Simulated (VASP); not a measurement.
KBr, 4 atoms in the cell. The structure is hexagonal, space group P6_3/mmc (No. 194). Conventional cell: a = 5.784 Å, b = 5.784 Å, c = 6.773 Å, α = 90.00°, β = 90.00°, γ = 120.00°. K (site symmetry -6m2) has 5 Br at 3.34 to 3.39 Å within 4.4 Å. Br (site symmetry -6m2) has 5 K at 3.34 to 3.39 Å within 4.4 Å. 

* Program: VASP 6.6.1
* Task: single point
* Functional: PBE
* Potentials or basis: VASP PAW PBE potentials, release 64 (K_sv, Br)
* Cutoff: 520 eV
* k mesh: 6 × 6 × 4
* Occupations: gaussian, width 0.01 eV
* Spin: no spin polarisation
* Dipole correction: no
* Further INCAR settings: ALGO = Normal; EDIFF = 1e-07; NBANDS = 24

Potentials or basis: VASP PAW PBE potentials, release 64 (K_sv, Br).

The run is started by

```console
$ cat potpaw_PBE.64/K_sv/POTCAR potpaw_PBE.64/Br/POTCAR > POTCAR
$ mpirun -np 1 vasp_std > vasp.out
```

Hardware: 1 thread of Intel(R) Xeon(R) Platinum 8124M CPU @ 3.00GHz (Skylake/Cascade Lake), with other jobs on the host.

Q: How long does it take, and how much memory?

A: Wall time 86 s on 1 thread of Intel(R) Xeon(R) Platinum 8124M CPU @ 3.00GHz (Skylake/Cascade Lake), with other jobs on the host, peak memory 0.36 GiB. Counts: scf iterations 16, k points 21.
